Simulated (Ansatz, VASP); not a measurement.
## Two plane-wave programs on CaSe

POSCAR

```
CaSe
1.0
    0.0000000000      3.4113997380      3.0131021952
    3.4113997380      0.0000000000      3.0131021952
    3.4113997380      3.4113997380      0.0000000000
Ca Se
1 1
Direct
    0.0000000000      0.0000000000      0.0000000000
    0.2500000000      0.2500000000      0.2500000000
```

File INCAR.step1:

```
PREC     = Accurate       # precision mode
ENCUT    = 520            # plane-wave cutoff, eV
ISMEAR   = 0              # smearing method
SIGMA    = 0.01           # smearing width, eV
LREAL    = F              # projectors in reciprocal space
LASPH    = T              # aspherical terms in the spheres
NELM     = 60             # most SCF steps
NBANDS   = 15             # bands
GGA      = PE             # functional
ALGO     = Normal         # electronic algorithm
EDIFF    = 1E-4           # SCF threshold, eV
LWAVE    = T              # write WAVECAR
LCHARG   = F              # write CHGCAR
```

The input INCAR.step2:

```
PREC     = Accurate       # precision mode
ENCUT    = 520            # plane-wave cutoff, eV
EDIFF    = 1E-6           # SCF threshold, eV
ISMEAR   = 0              # smearing method
SIGMA    = 0.01           # smearing width, eV
LREAL    = F              # projectors in reciprocal space
LASPH    = T              # aspherical terms in the spheres
NELM     = 60             # most SCF steps
ALGO     = Normal         # electronic algorithm
ISIF     = 2              # what is computed and relaxed
LWAVE    = F              # write WAVECAR
LCHARG   = F              # write CHGCAR
METAGGA  = R2SCAN         # meta-GGA
LMIXTAU  = T            
NBANDS   = 15             # bands
ISTART   = 1
```

The input KPOINTS:

```
Automatic mesh
0
Gamma
  6 6 6
```

Input for Ansatz:

```yaml
crystal:
  lattice:
    - [0.0, 3.411399738, 3.0131021952]
    - [3.411399738, 0.0, 3.0131021952]
    - [3.411399738, 3.411399738, 0.0]
  atoms:
    - { symbol: Ca, position: [0.0, 0.0, 0.0] }
    - { symbol: Se, position: [0.25, 0.25, 0.25] }
kpoints:
  mp_grid: { grid: [6, 6, 6] }
  band_path:
    path:
      - [0.0, 0.0, 0.0]
      - [-0.5, -0.5, 0.0]
      - [-0.375, -0.375, 0.25]
      - [-0.375, 0.0, 0.375]
      - [0.0, 0.0, 0.5]
      - [-0.5, -0.25, 0.25]
    npoints: 1
hamiltonian:
  xc: r2scan
scf:
  occupations: { method: fixed }
  n_extra_bands: 4
output:
  forces: true
  stress: true
  eigenvalues: true
  write_density: true
  write_potential: true
  elf: true
  volumetric_format: npy
```

Change from the starting cell: epitaxial_xy strain +4.0%.

Alike in both runs: task single point; functional r2SCAN; k mesh 6 × 6 × 6; no spin polarisation.

|  | VASP | Ansatz |
| --- | --- | --- |
| version | VASP 6.6.1 | Ansatz 0.2.0 |
| potentials or method | VASP PAW PBE potentials, release 64 (Ca_sv, Se) | plane waves, PAW |
| plane-wave cutoff (eV) | 520 | 500 |
| occupations | gaussian, width 0.01 eV | fixed |
| valence electrons in the cell | 16 | 26 |

```csv
,VASP,Ansatz,Ansatz less VASP
gap on the k mesh at the Fermi level (eV),3.53,3.55,+0.012
pressure (GPa),0.1,-0.1,-0.18
"traceless stress, the component that is largest in VASP (GPa)",0.07,0.10,+0.034
```

VASP's potentials were made for PBE, not for r2SCAN. VASP's potentials hold 16 valence electrons a cell and Ansatz's 26, so a difference there can come from the potentials and not from the codes.
